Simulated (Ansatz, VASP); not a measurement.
## YF5 in VASP and in Ansatz

```xyz
6
Lattice="5.8580 0.0000 0.0000 -2.9290 5.0732 0.0000 0.0000 0.0000 6.0660" Properties=species:S:1:pos:R:3 pbc="T T T"
Y     0.0000    0.0000    0.0000
F     2.9290    0.0000    3.0330
F    -1.4645    2.5366    3.0330
F     1.4645    2.5366    3.0330
F     0.0000    0.0000    4.1488
F     0.0000    0.0000    1.9172
```

Alike in both runs: functional PBE; k mesh 6 × 6 × 4; occupations gaussian, width 0.1 eV; no spin polarisation.

Ansatz relaxed the structure, and its values are those at the end. VASP's run is a single point on that final structure, the one shown.

|  | VASP | Ansatz |
| --- | --- | --- |
| version | VASP 6.6.1 | Ansatz 0.2.0 |
| potentials or method | VASP PAW PBE potentials, release 64 (Y_sv, F), cutoff 520 eV | scalar-relativistic, plane waves, PAW |
| valence electrons in the cell | 46 | 46 |

Ansatz gave:

```
gap on the k mesh at the Fermi level (eV) : none
pressure (GPa)                            : 0.2
rms of the force components (eV/Å)        : 0.004
```

Problem. Which values does VASP return?

Solution. gap on the k mesh at the Fermi level (eV): none; pressure (GPa): 0.1; rms of the force components (eV/Å): 0.036.

A gap of «none» marks a metal or a gap that the smearing closes. With one functional, cell and mesh, what is left measures potentials, basis and numerics.
